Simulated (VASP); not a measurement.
Set up this calculation in VASP 6.6.1, as the native input.

- Task: single point
- Functional: PBE
- Potentials or basis: VASP PAW PBE potentials, release 64 (Sr_sv, Al, O)
- Cutoff: 600 eV
- k mesh: 6 × 6 × 6
- Occupations: gaussian, width 0.1 eV
- Spin: no spin polarisation
- Dipole correction: no
- Further INCAR settings: ALGO = Normal; EDIFF = 1e-06; NBANDS = 22

The structure of Sr2AlO lies in POSCAR:

```
Sr2AlO
1.0
    1.8856998597      1.0887093216      8.2229284826
   -1.8856998597      1.0887093216      8.2229284826
    0.0000000000     -2.1774186433      8.2229284826
Sr Al O
2 1 1
Direct
    0.2734121977      0.2734121977      0.2734121977
    0.7265878023      0.7265878023      0.7265878023
    0.5000000000      0.5000000000      0.5000000000
    0.0000000000      0.0000000000      0.0000000000
```

One way to write it, as run:

INCAR

```
ALGO     = Normal         # electronic algorithm
EDIFF    = 1E-6           # SCF threshold, eV
ENCUT    = 600            # plane-wave cutoff, eV
GGA      = PE             # functional
GGA_COMPAT= F            
ISIF     = 2              # what is computed and relaxed
ISMEAR   = 0              # smearing method
LASPH    = T              # aspherical terms in the spheres
LCHARG   = T              # write CHGCAR
LELF     = T              # ELF
LREAL    = F              # projectors in reciprocal space
LVHAR    = T            
LWAVE    = F              # write WAVECAR
NBANDS   = 22             # bands
NELM     = 120            # most SCF steps
PREC     = Accurate       # precision mode
SIGMA    = 0.1            # smearing width, eV
```

KPOINTS

```
k-points
0
Gamma
  6 6 6
```

Potentials or basis: VASP PAW PBE potentials, release 64 (Sr_sv, Al, O).

Command:

```console
$ cat potpaw_PBE.64/Sr_sv/POTCAR potpaw_PBE.64/Al/POTCAR potpaw_PBE.64/O/POTCAR > POTCAR
$ mpirun -np 1 vasp_std > vasp.out
```

It gave:

* Pressure: -0.1 GPa
* Largest force: 0.086 eV/Å
* Band gap on the k mesh: zero (an odd number of electrons rules out a gap without spin polarisation)

Caveat: an odd number of electrons without spin polarisation forces a metal; a magnetic or distorted state may lie lower.

It took 14 min on 1 thread of Intel Xeon 8259CL, on a shared host, peak memory 0.69 GiB.
